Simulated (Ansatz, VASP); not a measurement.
One calculation of Re, two programs

INCAR

```
  PREC = Accurate
  ENCUT = 520
  EDIFF = 1E-7
  ISMEAR = 0
  SIGMA = 0.15
  LREAL = False
  LASPH = True
  NELM = 100
  ALGO = Normal
  ISIF = 2
  LWAVE = False
  LCHARG = True
  GGA = PS
  LELF = True
  LVHAR = True
  NBANDS = 10
```

The input KPOINTS:

```
regular mesh
0
Gamma
  20 20 20
```

POSCAR

```
Re
1.0
    0.0000000000      1.9453750000      1.9157500000
    1.9453750000      0.0000000000      1.9157500000
    1.9453750000      1.9453750000      0.0000000000
Re
1
Direct
    0.0000000000      0.0000000000      0.0000000000
```

Input for Ansatz:

```yaml
crystal:
  lattice:
    - [0.0, 1.945375, 1.91575]
    - [1.945375, 0.0, 1.91575]
    - [1.945375, 1.945375, 0.0]
  atoms:
    - { symbol: Re, position: [0.0, 0.0, 0.0] }
basis:
  ecutwfc: 420
kpoints:
  mp_grid: { grid: [20, 20, 20] }
hamiltonian:
  xc: pbesol
scf:
  occupations: { method: gaussian, width: 0.15 }
output:
  forces: true
  stress: true
  eigenvalues: true
```

Change from the starting cell: strain -0.015 along x and y, -0.030 along z, atoms carried along.

Alike in both runs: task single point; functional PBEsol; k mesh 20 × 20 × 20; occupations gaussian, width 0.15 eV; no spin polarisation.

```csv
,VASP,Ansatz
version,VASP 6.6.1,Ansatz 0.2.0
potentials or method,"VASP PAW PBE potentials, release 64 (Re), cutoff 520 eV","scalar-relativistic, plane waves, PAW"
valence electrons in the cell,7,15
```

|  | VASP | Ansatz | Ansatz less VASP |
| --- | --- | --- | --- |
| gap on the k mesh at the Fermi level (eV) | none | none | - |
| pressure (GPa) | 2.9 | 2.8 | -0.04 |
| traceless stress, the component that is largest in VASP (GPa) | 3.12 | 3.14 | +0.016 |

VASP's potentials were made for PBE, not for PBEsol. A gap of «none» marks a metal or a gap that the smearing closes. The functional is the same, so the differences come from potentials, cutoffs and numerics. VASP's potentials hold 7 valence electrons a cell and Ansatz's 15, so a difference there can come from the potentials and not from the codes.

Neither program's run includes spin-orbit coupling.
